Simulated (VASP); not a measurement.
# Bi (P4/mmm) in VASP: notebook, part 2 of 2

VASP 6.6.1. Earlier steps stand in the parts before.

## Step 3: Single point, PBE

This run uses another cell than the first one, of 36.32 Å³/atom, 1.022 times its volume.

File INCAR:

```
PREC     = Accurate       # precision mode
ENCUT    = 520            # plane-wave cutoff, eV
EDIFF    = 1E-7           # SCF threshold, eV
ISMEAR   = 0              # smearing method
SIGMA    = 0.1            # smearing width, eV
LREAL    = False          # projectors in reciprocal space
LASPH    = True           # aspherical terms in the spheres
NELM     = 100            # most SCF steps
ALGO     = Normal         # electronic algorithm
ISIF     = 2              # what is computed and relaxed
LWAVE    = False          # write WAVECAR
LCHARG   = False          # write CHGCAR
GGA      = PE             # functional
NBANDS   = 14             # bands
```

File KPOINTS:

```
regular mesh
0
Gamma
  6 6 4
```

File POSCAR:

```
Bi
1.0
    2.7043222400      0.0000000000      0.0000000000
    0.0000000000      2.7043222400      0.0000000000
    0.0000000000      0.0000000000      4.9665648200
Bi
1
Direct
    0.5000000000      0.5000000000      0.0000000000
```

Potentials or basis: VASP PAW PBE potentials, release 64 (Bi_d).

On the command line:

```sh
$ cat potpaw_PBE.64/Bi_d/POTCAR > POTCAR
$ mpirun -np 1 vasp_std > vasp.out
```

OUTCAR:

```text
PREC = Accurate
   ENCUT = 520
   EDIFF = 1E-7
   ISMEAR = 0
   LREAL = False
   LASPH = True
   NELM = 100
   ISIF = 2
   GGA = PE

 ion  position               nearest neighbor table
   1  0.500  0.500  0.000-

  LATTYP: Found a simple tetragonal cell.
 ALAT       =     2.7043222400
 C/A-ratio  =     1.8365284826

  Lattice vectors:

 A1 = (   2.7043222400,   0.0000000000,   0.0000000000)
 A2 = (   0.0000000000,   2.7043222400,   0.0000000000)
 A3 = (   0.0000000000,   0.0000000000,   4.9665648200)

Analysis of symmetry for initial positions (statically):
=====================================================================
 Subroutine PRICEL returns:
 Original cell was already a primitive cell.

 Routine SETGRP: Setting up the symmetry group for a
 simple tetragonal supercell.

 Subroutine GETGRP returns: Found 16 space group operations
 (whereof 16 operations were pure point group operations)
 out of a pool of 16 trial point group operations.

The static configuration has the point symmetry D_4h.

Analysis of symmetry for dynamics (positions and initial velocities):
=====================================================================
 Subroutine PRICEL returns:
 Original cell was already a primitive cell.

 Routine SETGRP: Setting up the symmetry group for a
 simple tetragonal supercell.

 Subroutine GETGRP returns: Found 16 space group operations
 (whereof 16 operations were pure point group operations)
 out of a pool of 16 trial point group operations.

The dynamic configuration has the point symmetry D_4h.

 Subroutine INISYM returns: Found 16 space group operations
 (whereof 16 operations are pure point group operations),
 and found     1 'primitive' translations

----------------------------------------------------------------------------------------

                                     Primitive cell

  volume of cell :      36.3223

  direct lattice vectors                    reciprocal lattice vectors
     2.704322240  0.000000000  0.000000000     0.369778418  0.000000000  0.000000000
     0.000000000  2.704322240  0.000000000     0.000000000  0.369778418  0.000000000
     0.000000000  0.000000000  4.966564820     0.000000000  0.000000000  0.201346411

  length of vectors
     2.704322240  2.704322240  4.966564820     0.369778418  0.369778418  0.201346411

  position of ions in fractional coordinates (direct lattice)
     0.500000000  0.500000000  0.000000000

  ion indices of the primitive-cell ions
   primitive index   ion index
                 1           1

----------------------------------------------------------------------------------------

 KPOINTS: regular mesh

Automatic generation of k-mesh.
 Grid dimensions read from file:
 generate k-points for:    6    6    4

 Generating k-lattice:

  Cartesian coordinates                     Fractional coordinates (reciprocal lattice)
     0.061629736  0.000000000  0.000000000     0.166666667  0.000000000  0.000000000
     0.000000000  0.061629736  0.000000000     0.000000000  0.166666667  0.000000000
     0.000000000  0.000000000  0.050336603     0.000000000  0.000000000  0.250000000

  Length of vectors
     0.061629736  0.061629736  0.050336603

  Shift w.r.t. Gamma in fractional coordinates (k-lattice)
     0.000000000  0.000000000  0.000000000

 Subroutine IBZKPT returns following result:
 ===========================================

 Found     30 irreducible k-points:

 Following reciprocal coordinates:
            Coordinates               Weight
  0.000000  0.000000  0.000000      1.000000
  0.166667  0.000000  0.000000      4.000000
  0.333333  0.000000  0.000000      4.000000
  0.500000  0.000000  0.000000      2.000000
  0.166667  0.166667  0.000000      4.000000
  0.333333  0.166667  0.000000      8.000000
[... 16 lines left out ...]
  0.333333  0.000000  0.500000      4.000000
  0.500000  0.000000  0.500000      2.000000
 [... further k-points ...]
   k-points           NKPTS =     30   k-points in BZ     NKDIM =     30   number of bands    NBANDS=     14
   number of dos      NEDOS =    301   number of ions     NIONS =      1
   total plane-waves  NPLWV =  16000
   dimension x,y,z NGX =    20 NGY =   20 NGZ =   40
   dimension x,y,z NGXF=    40 NGYF=   40 NGZF=   80
   ions per type =               1
   NGX,Y,Z   is equivalent  to a cutoff of  12.29, 12.29, 13.39 a.u.
   NGXF,Y,Z  is equivalent  to a cutoff of  24.59, 24.59, 26.78 a.u.
 SYSTEM =  unknown system
   PREC   = accura    normal or accurate (medium, high low for compatibility)
   ISTART =      0    job   : 0-new  1-cont  2-samecut
   ICHARG =      2    charge: 1-file 2-atom 10-const
   ISPIN  =      1    spin polarized calculation?
   LNONCOLLINEAR =      F non collinear calculations
   LSORBIT =      F    spin-orbit coupling
   LASPH  =      T    aspherical Exc in radial PAW
   ENCUT  =  520.0 eV  38.22 Ry    6.18 a.u.   5.03  5.03  9.23*2*pi/ulx,y,z
   NELM   =    100;   NELMIN=  2; NELMDL= -5     # of ELM steps
   EDIFF  = 0.1E-06   stopping-criterion for ELM
   LREAL  =      F    real-space projection
   EDIFFG = 0.1E-05   stopping-criterion for IOM
   NSW    =      0    number of steps for IOM
   IBRION =     -1    ionic relax: 0-MD 1-quasi-New 2-CG
   NFREE  =      0    steps in history (QN), initial steepest desc. (CG)
   ISIF   =      2    stress and relaxation
   ISYM   =      2    0-nonsym 1-usesym 2-fastsym
   POTIM  = 0.5000    time-step for ionic-motion
   TEBEG  =    0.0;   TEEND  =   0.0 temperature during run
   PSTRESS=    0.0 pullay stress
   NELECT =      15.0000    total number of electrons
   NUPDOWN=      -1.0000    fix difference up-down
   EMIN   =  10.00;   EMAX   =-10.00  energy-range for DOS
   EFERMI =   0.00;   METHOD = LEGACY
   ISMEAR =     0;   SIGMA  =   0.10  broadening in eV -4-tet -1-fermi 0-gaus
   EFERMI_NEDOS =   21; number of points for ismear=-14 and -15
   IALGO  =     38    algorithm
   IMIX   =      4    mixing-type and parameters
     AMIX     =   0.40;   BMIX     =  1.00
     AMIX_MAG =   1.60;   BMIX_MAG =  1.00
  volume/ion in A,a.u.               =      36.32       245.11
  Fermi-wavevector in a.u.,A,eV,Ry     =   1.219123  2.303809 20.221813  1.486261
  Thomas-Fermi vector in A             =   2.354386
   LORBIT       =      0    0 simple, 1 ext, 2 COOP (PROOUT), +10 PAW based schemes
   GGA     = PE    functional components
   LHFCALC =     F    Hartree Fock is set to
   AEXX    =    0.0000 exact exchange contribution
   IVDW    =     0    specifies the selected vdW correction
   LEPSILON=     F    determine dielectric tensor
   LRPA    =     F    only Hartree local field effects (RPA)
 non-spin polarized calculation
 Gauss-broadening in eV      SIGMA  =   0.10
  energy-cutoff  :      520.00
  volume of cell :       36.32
 maximum number of plane-waves:      1008
   NGX = 11   NGY = 11   NGZ = 19

 number of electron      14.9999998 magnetization

 Free energy of the ion-electron system (eV)
  ---------------------------------------------------
  ext. energy  EPLUGINS =         0.00000000
  ---------------------------------------------------
  free energy    TOTEN  =        -2.26051114 eV

  energy without entropy =       -2.25270271  energy(sigma->0) =       -2.25660692

 E-fermi :   6.2267     XC(G=0):  -8.8795

 val. band max:        6.1765642893   @ k =   0.3333   0.3333   0.0000
 cond. band min:       6.2278338754   @ k =   0.3333   0.3333   0.2500
 fundamental gap:      0.0512695861
 Fermi energy:         6.2267352170

 k-point     1 :       0.0000    0.0000    0.0000
  band No.  band energies     occupation
      1     -18.2754      2.00000
      2     -17.5583      2.00000
      3     -16.7833      2.00000
      4     -16.7833      2.00000
      5     -16.6821      2.00000
      6      -9.0924      2.00000
      7       2.3507      2.00000
      8       7.9159      0.00000
      9      13.4439      0.00000
     10      13.4439      0.00000
     11      19.1908      0.00000
     12      19.2575      0.00000
     13      20.1987      0.00000
     14      21.0904      0.00000
[... 375 lines left out ...]
 k-point    24 :       0.5000    0.0000    0.5000
  band No.  band energies     occupation
      1     -17.8364      2.00000
      2     -17.3242      2.00000
      3     -17.1218      2.00000
      4     -16.7366      2.00000
      5     -16.5962      2.00000
      6      -4.3533      2.00000
      7      -0.6353      2.00000
      8       5.3466      2.00000
      9       9.6235      0.00000
     10      17.1281      0.00000
     11      17.2161      0.00000
     12      18.1967      0.00000
     13      18.5562      0.00000
     14      19.0725      0.00000

 [... further k-points ...]

------------------------ aborting loop because EDIFF is reached ----------------------------------------

  FORCE on cell =-STRESS in cart. coord.  units (eV):
  Direction    XX          YY          ZZ          XY          YZ          ZX
  --------------------------------------------------------------------------------------
  -------------------------------------------------------------------------------------
  Total        9.2750608      9.2750608     -0.1635295      0.0000000      0.0000000      0.0000000
  in kB      409.1234373    409.1234373     -7.2132937      0.0000000      0.0000000      0.0000000
  external PRESSURE =     270.3445270 kB  Pullay stress =       0.0000000 kB

 VOLUME and BASIS-vectors are now :
 -----------------------------------------------------------------------------
  energy-cutoff  :      520.00
  volume of cell :       36.32
      direct lattice vectors                 reciprocal lattice vectors
     2.704322240  0.000000000  0.000000000     0.369778418  0.000000000  0.000000000
     0.000000000  2.704322240  0.000000000     0.000000000  0.369778418  0.000000000
     0.000000000  0.000000000  4.966564820     0.000000000  0.000000000  0.201346411

 POSITION                                       TOTAL-FORCE (eV/Angst)
 -----------------------------------------------------------------------------------
      1.35216      1.35216      0.00000         0.000000      0.000000      0.000000
 -----------------------------------------------------------------------------------
    total drift:                               -0.000000      0.000000     -0.000000

  FREE ENERGIE OF THE ION-ELECTRON SYSTEM (eV)
  ---------------------------------------------------
  free  energy   TOTEN  =        -2.2605111390 eV

  energy  without entropy=       -2.2527027098  energy(sigma->0) =       -2.25660692
```

It took 8.4 s on 1 thread of Intel Xeon 6975P-C, shared host; peak memory 0.15 GiB.

What came out:

```
Free energy : -2.2605 eV
Pressure    : 27.0 GPa
```

Levels at points of the mesh, in eV from the Fermi level:
```csv
k point,band 4,band 5,band 6,band 7,band 8,band 9,band 10,band 11
"(0.00, 0.00, 0.00)",-23.01,-22.91,-15.32,-3.88,1.69,7.22,7.22,12.96
"(0.50, 0.00, 0.00)",-22.96,-22.83,-10.64,-6.93,0.02,5.47,6.34,6.59
"(0.50, 0.50, 0.00)",-22.89,-22.43,-5.75,-3.42,-3.42,3.80,4.17,8.64
"(0.00, 0.00, 0.50)",-23.01,-22.91,-15.26,-4.90,6.25,7.29,7.29,7.91
"(0.50, 0.00, 0.50)",-22.96,-22.82,-10.58,-6.86,-0.88,3.40,10.90,10.99
"(0.50, 0.50, 0.50)",-22.89,-22.43,-5.68,-3.37,-3.37,3.29,4.04,7.39
```

Caveat: the k points lie up to 0.39 Å⁻¹ apart; spin-orbit coupling is left out, which moves the levels of the heavy elements.
